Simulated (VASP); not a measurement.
**MgO: single point with r2SCAN**

Crystal: MgO.

```
CELL_PARAMETERS angstrom
2.85749 0.00000 0.00000
-1.42874 2.47466 0.00000
0.00000 0.00000 2.60623
ATOMIC_POSITIONS crystal
Mg 0.00000 0.00000 0.00000
O 0.33333 0.66667 0.50000
```

```json
{"Program": "VASP 6.6.1", "Task": "single point", "Functional": "r2SCAN", "Potentials or basis": "VASP PAW PBE potentials, release 64 (Mg_sv, O)", "Cutoff": "920 eV", "k mesh": "12 × 12 × 8", "Occupations": "gaussian, width 0.01 eV", "Spin": "no spin polarisation"}
```

| Quantity | Value |
| --- | --- |
| Pressure | 8.5 GPa |
| Band gap on the k mesh | 4.47 eV (least direct gap 4.90 eV) |

Stress tensor (GPa, compression positive):
```
 7.65  0.00  0.00
 0.00  7.65  0.00
 0.00  0.00 10.34
```

Levels at points of the mesh, in eV from the valence-band top:
```
           k point  band 6  band 7  band 8  band 9  band 10  band 11
(0.00, 0.00, 0.00)   -0.69   -0.69   -0.42    4.47    13.21    17.37
(0.50, 0.00, 0.00)   -5.28   -1.46   -0.05    7.86    12.69    14.79
(0.00, 0.00, 0.50)   -5.75   -0.12   -0.12   10.01    10.67    19.27
(0.50, 0.00, 0.50)   -4.08   -3.70   -0.96    6.92    13.01    16.50
```

Run time: 83 s on 1 thread of Intel(R) Xeon(R) 6975P-C (Granite Rapids) (shared host), peak memory 0.2 GiB.

Caveat: the cell stands under pressure; the PAW data sets were made with another functional, which shifts forces and pressure a little. A k mesh can miss the band edges.
